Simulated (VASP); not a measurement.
# Mg3SeS2 (P6/mmm) in VASP: notebook

Runs on Mg3SeS2. Level: PBE. Tasks: relaxation of cell and atoms, single point.

All numbers are computed with VASP 6.6.1; they aren't measurements. Logs are shortened: lines on timing, memory, paths and dates and some standing lists are left out, and cuts for length are marked.

## (1) The cell of the first run

The structure is hexagonal, space group P6/mmm (No. 191). The conventional cell has a = 6.281 Å, b = 6.281 Å, c = 3.566 Å, α = 90.00°, β = 90.00°, γ = 120.00°. Within 3.4 Å of Mg (site symmetry mmm) lie 4 S at 2.54 Å and 2 Se at 3.14 Å and 4 Mg at 3.14 Å. Se (site symmetry 6/mmm) has 6 Mg at 3.14 Å and 2 Se at 3.57 Å and 12 S at 4.04 Å within 4.1 Å. S (site symmetry -6m2) has 6 Mg at 2.54 Å within 3.4 Å.

## (2) Relaxation of cell and atoms, PBE

INCAR

```
PREC     = Accurate       # precision mode
ENCUT    = 600            # plane-wave cutoff, eV
EDIFF    = 1E-6           # SCF threshold, eV
ISMEAR   = 0              # smearing method
SIGMA    = 0.1            # smearing width, eV
LREAL    = False          # projectors in reciprocal space
LASPH    = True           # aspherical terms in the spheres
NELM     = 60             # most SCF steps
ALGO     = Normal         # electronic algorithm
ISIF     = 3              # what is computed and relaxed
LWAVE    = False          # write WAVECAR
LCHARG   = False          # write CHGCAR
GGA      = PE             # functional
IBRION   = 2              # ionic algorithm
NSW      = 90             # ionic steps
EDIFFG   = -0.04          # ionic threshold
```

KPOINTS

```
regular mesh
0
Gamma
  3 3 6
```

POSCAR

```
Mg3SeS2
1.0
    6.2814591775      0.0000000000      0.0000000000
   -3.1407295888      5.4399032206      0.0000000000
    0.0000000000      0.0000000000      3.5663562744
Mg Se S
3 1 2
Direct
    0.5000000000      0.0000000000      0.5000000000
    0.0000000000      0.5000000000      0.5000000000
    0.5000000000      0.5000000000      0.5000000000
    0.0000000000      0.0000000000      0.5000000000
    0.3333333333      0.6666666667      0.0000000000
    0.6666666667      0.3333333333      0.0000000000
```

Potentials or basis: VASP PAW PBE potentials, release 64 (Mg, Se, S).

Command:

```console
$ cat potpaw_PBE.64/Mg/POTCAR potpaw_PBE.64/Se/POTCAR potpaw_PBE.64/S/POTCAR > POTCAR
$ mpirun -np 1 vasp_std > vasp.out
```

OUTCAR:

```text
PREC = Accurate
   ENCUT = 600
   EDIFF = 1E-6
   ISMEAR = 0
   LREAL = False
   LASPH = True
   NELM = 60
   ISIF = 3
   GGA = PE
   IBRION = 2
   NSW = 90
   EDIFFG = -0.04

 ion  position               nearest neighbor table
   1  0.500  0.000  0.500-   5 2.54   6 2.54   5 2.54   6 2.54   4 3.14   4 3.14   2 3.14   2 3.14
                             3 3.14   3 3.14
   2  0.000  0.500  0.500-   5 2.54   6 2.54   5 2.54   6 2.54   3 3.14   3 3.14   1 3.14   1 3.14
                             4 3.14   4 3.14
   3  0.500  0.500  0.500-   5 2.54   6 2.54   5 2.54   6 2.54   2 3.14   2 3.14   4 3.14   4 3.14
                             1 3.14   1 3.14
   4  0.000  0.000  0.500-   1 3.14   1 3.14   3 3.14   3 3.14   2 3.14   2 3.14
   5  0.333  0.667  0.000-   2 2.54   2 2.54   1 2.54   1 2.54   3 2.54   3 2.54
   6  0.667  0.333  0.000-   2 2.54   2 2.54   1 2.54   1 2.54   3 2.54   3 2.54

  LATTYP: Found a hexagonal cell.
 ALAT       =     6.2814591775
 C/A-ratio  =     0.5677592059

  Lattice vectors:

 A1 = (   6.2814591775,   0.0000000000,   0.0000000000)
 A2 = (  -3.1407295888,   5.4399032206,   0.0000000000)
 A3 = (   0.0000000000,   0.0000000000,   3.5663562744)

Analysis of symmetry for initial positions (statically):
=====================================================================
 Subroutine PRICEL returns:
 Original cell was already a primitive cell.

 Routine SETGRP: Setting up the symmetry group for a
 hexagonal supercell.

 Subroutine GETGRP returns: Found 24 space group operations
 (whereof 24 operations were pure point group operations)
 out of a pool of 24 trial point group operations.

The static configuration has the point symmetry D_6h.

Analysis of symmetry for dynamics (positions and initial velocities):
=====================================================================
 Subroutine PRICEL returns:
 Original cell was already a primitive cell.

 Routine SETGRP: Setting up the symmetry group for a
 hexagonal supercell.

 Subroutine GETGRP returns: Found 24 space group operations
 (whereof 24 operations were pure point group operations)
 out of a pool of 24 trial point group operations.

The dynamic configuration has the point symmetry D_6h.

 Subroutine INISYM returns: Found 24 space group operations
 (whereof 24 operations are pure point group operations),
 and found     1 'primitive' translations

----------------------------------------------------------------------------------------

                                     Primitive cell

  volume of cell :     121.8643

  direct lattice vectors                    reciprocal lattice vectors
     6.281459178  0.000000000  0.000000000     0.159198678  0.091913400  0.000000000
    -3.140729589  5.439903221  0.000000000     0.000000000  0.183826800  0.000000000
     0.000000000  0.000000000  3.566356274     0.000000000  0.000000000  0.280398234

  length of vectors
     6.281459178  6.281459178  3.566356274     0.183826800  0.183826800  0.280398234

  position of ions in fractional coordinates (direct lattice)
     0.500000000  0.000000000  0.500000000
     0.000000000  0.500000000  0.500000000
     0.500000000  0.500000000  0.500000000
     0.000000000  0.000000000  0.500000000
     0.333333333  0.666666667  0.000000000
     0.666666667  0.333333333  0.000000000

  ion indices of the primitive-cell ions
   primitive index   ion index
                 1           1
                 2           2
                 3           3
                 4           4
                 5           5
                 6           6

----------------------------------------------------------------------------------------

[... 70 lines left out ...]
   EFERMI =   0.00;   METHOD = LEGACY
   ISMEAR =     0;   SIGMA  =   0.10  broadening in eV -4-tet -1-fermi 0-gaus
   EFERMI_NEDOS =   21; number of points for ismear=-14 and -15
   IALGO  =     38    algorithm
   IMIX   =      4    mixing-type and parameters
     AMIX     =   0.40;   BMIX     =  1.00
     AMIX_MAG =   1.60;   BMIX_MAG =  1.00
  volume/ion in A,a.u.               =      20.31       137.06
  Fermi-wavevector in a.u.,A,eV,Ry     =   0.952474  1.799915 12.343295  0.907207
  Thomas-Fermi vector in A             =   2.081040
   LORBIT       =      0    0 simple, 1 ext, 2 COOP (PROOUT), +10 PAW based schemes
   GGA     = PE    functional components
   LHFCALC =     F    Hartree Fock is set to
   AEXX    =    0.0000 exact exchange contribution
   IVDW    =     0    specifies the selected vdW correction
   LEPSILON=     F    determine dielectric tensor
   LRPA    =     F    only Hartree local field effects (RPA)
 conjugate gradient relaxation of ions
 non-spin polarized calculation
 Gauss-broadening in eV      SIGMA  =   0.10
  energy-cutoff  :      600.00
  volume of cell :      121.86
 maximum number of plane-waves:      4100
 NGX is ok and might be reduce to    50
   NGX = 25   NGY = 25   NGZ = 15

--------------------------------------- Ionic step        1  -------------------------------------------

 number of electron      23.9999998 magnetization

 Free energy of the ion-electron system (eV)
  ---------------------------------------------------
  ext. energy  EPLUGINS =         0.00000000
  ---------------------------------------------------
  free energy    TOTEN  =       -22.41391604 eV

  energy without entropy =      -22.40543985  energy(sigma->0) =      -22.40967794

------------------------ aborting loop because EDIFF is reached ----------------------------------------

  FORCE on cell =-STRESS in cart. coord.  units (eV):
  Direction    XX          YY          ZZ          XY          YZ          ZX
  --------------------------------------------------------------------------------------
  -------------------------------------------------------------------------------------
  Total       -0.3697812     -0.3697812      0.0676578      0.0000000      0.0000000      0.0000000
  in kB       -4.8615965     -4.8615965      0.8895127      0.0000000      0.0000000      0.0000000
  external PRESSURE =      -2.9445601 kB  Pullay stress =       0.0000000 kB

 VOLUME and BASIS-vectors are now :
 -----------------------------------------------------------------------------
  energy-cutoff  :      600.00
  volume of cell :      121.86
      direct lattice vectors                 reciprocal lattice vectors
     6.281459178  0.000000000  0.000000000     0.159198678  0.091913400  0.000000000
    -3.140729589  5.439903221  0.000000000     0.000000000  0.183826800  0.000000000
     0.000000000  0.000000000  3.566356274     0.000000000  0.000000000  0.280398234

 POSITION                                       TOTAL-FORCE (eV/Angst)
 -----------------------------------------------------------------------------------
      3.14073      0.00000      1.78318         0.000000     -0.000000      0.000000
     -1.57036      2.71995      1.78318         0.000000     -0.000000      0.000000
      1.57036      2.71995      1.78318         0.000000     -0.000000      0.000000
      0.00000      0.00000      1.78318         0.000000     -0.000000      0.000000
     -0.00000      3.62660      0.00000         0.000000     -0.000000      0.000000
      3.14073      1.81330      0.00000        -0.000000      0.000000      0.000000
 -----------------------------------------------------------------------------------
    total drift:                               -0.000000     -0.000000     -0.000000

  FREE ENERGIE OF THE ION-ELECTRON SYSTEM (eV)
  ---------------------------------------------------
  free  energy   TOTEN  =       -22.4139160385 eV

  energy  without entropy=      -22.4054398476  energy(sigma->0) =      -22.40967794

--------------------------------------- Ionic step        2  -------------------------------------------

 number of electron      23.9999998 magnetization

 Free energy of the ion-electron system (eV)
  ---------------------------------------------------
  ext. energy  EPLUGINS =         0.00000000
  ---------------------------------------------------
  free energy    TOTEN  =       -22.41532593 eV

  energy without entropy =      -22.40694180  energy(sigma->0) =      -22.41113386

 E-fermi :   5.0889     XC(G=0):  -9.2172

 val. band max:        5.0527517281   @ k =   0.3333   0.3333   0.0000
 cond. band min:       5.1028945817   @ k =   0.3333   0.0000   0.0000
 fundamental gap:      0.0501428536
 Fermi energy:         5.0888651487

 k-point     1 :       0.0000    0.0000    0.0000
  band No.  band energies     occupation
      1     -10.2851      2.00000
      2      -9.3997      2.00000
      3      -7.5415      2.00000
      4      -1.4619      2.00000
      5      -1.4619      2.00000
      6      -0.2179      2.00000
[... 205 lines left out ...]
      3      -7.1800      2.00000
      4      -2.6915      2.00000
      5      -2.6915      2.00000
      6      -0.8480      2.00000
[... 8 lines left out ...]
     15       7.4193      0.00000
     16       8.6283      0.00000

------------------------ aborting loop because EDIFF is reached ----------------------------------------

  FORCE on cell =-STRESS in cart. coord.  units (eV):
  Direction    XX          YY          ZZ          XY          YZ          ZX
  --------------------------------------------------------------------------------------
  -------------------------------------------------------------------------------------
  Total       -0.0760528     -0.0760528      0.1166415      0.0000000      0.0000000      0.0000000
  in kB       -1.0053087     -1.0053087      1.5418328      0.0000000      0.0000000      0.0000000
  external PRESSURE =      -0.1562616 kB  Pullay stress =       0.0000000 kB

 VOLUME and BASIS-vectors are now :
 -----------------------------------------------------------------------------
  energy-cutoff  :      600.00
  volume of cell :      121.21
      direct lattice vectors                 reciprocal lattice vectors
     6.262783118  0.000000000  0.000000000     0.159673420  0.092187492 -0.000000000
    -3.131391559  5.423729278  0.000000000    -0.000000000  0.184374984 -0.000000000
     0.000000000  0.000000000  3.568296368     0.000000000 -0.000000000  0.280245780

 POSITION                                       TOTAL-FORCE (eV/Angst)
 -----------------------------------------------------------------------------------
     -0.00000      5.42373      1.78415         0.000000      0.000000     -0.000000
     -1.56570      2.71186      1.78415         0.000000      0.000000     -0.000000
      1.56570      2.71186      1.78415         0.000000      0.000000     -0.000000
     -3.13139      5.42373      1.78415         0.000000      0.000000     -0.000000
     -0.00000      3.61582      0.00000         0.000000     -0.000000     -0.000000
      3.13139      1.80791      0.00000        -0.000000      0.000000      0.000000
 -----------------------------------------------------------------------------------
    total drift:                               -0.000000     -0.000000     -0.000000

  FREE ENERGIE OF THE ION-ELECTRON SYSTEM (eV)
  ---------------------------------------------------
  free  energy   TOTEN  =       -22.4153259322 eV

  energy  without entropy=      -22.4069417950  energy(sigma->0) =      -22.41113386

 reached required accuracy - stopping structural energy minimisation
```

It took 91 s on 1 thread of AMD EPYC 7R43 (Zen 3), shared host; peak memory 0.22 GiB.

What came out:

- Free energy: -22.4153 eV
- Relaxed volume: 20.20 Å³/atom
- Relaxed cell: a = 6.263 Å, b = 6.263 Å, c = 3.568 Å, α = 90.00°, β = 90.00°, γ = 120.00°
- Space group after relaxing (to 0.05 Å): P6/mmm (No. 191)
- Energy gained by relaxing: 0.2 meV/atom
- Ionic steps: 2
- Pressure after relaxing: 0.0 GPa
- Band gap on the k mesh: zero (band 12 reaches 5.10 eV, above the bottom of band 13 at 4.52 eV)

Stress tensor (GPa, compression positive):
```
-0.10  0.00  0.00
 0.00 -0.10  0.00
 0.00  0.00  0.15
```

Step by step:
```tsv
step	energy change (eV)	largest force (eV/Å)	pressure (GPa)	volume (Å³)
1	0.0000	0.0000	-0.29	121.86
2	-0.0014	0.0000	-0.02	121.21
```

Final structure:
```xyz
6
Lattice="6.2628 0.0000 0.0000 -3.1314 5.4237 0.0000 0.0000 0.0000 3.5683" Properties=species:S:1:pos:R:3 pbc="T T T"
Mg    0.0000    5.4237    1.7841
Mg   -1.5657    2.7119    1.7841
Mg    1.5657    2.7119    1.7841
Se   -3.1314    5.4237    1.7841
S     0.0000    3.6158    0.0000
S     3.1314    1.8079    0.0000
```

Caveat: the k points lie up to 0.39 Å⁻¹ apart in the final cell.

[end of part 1 of 2]
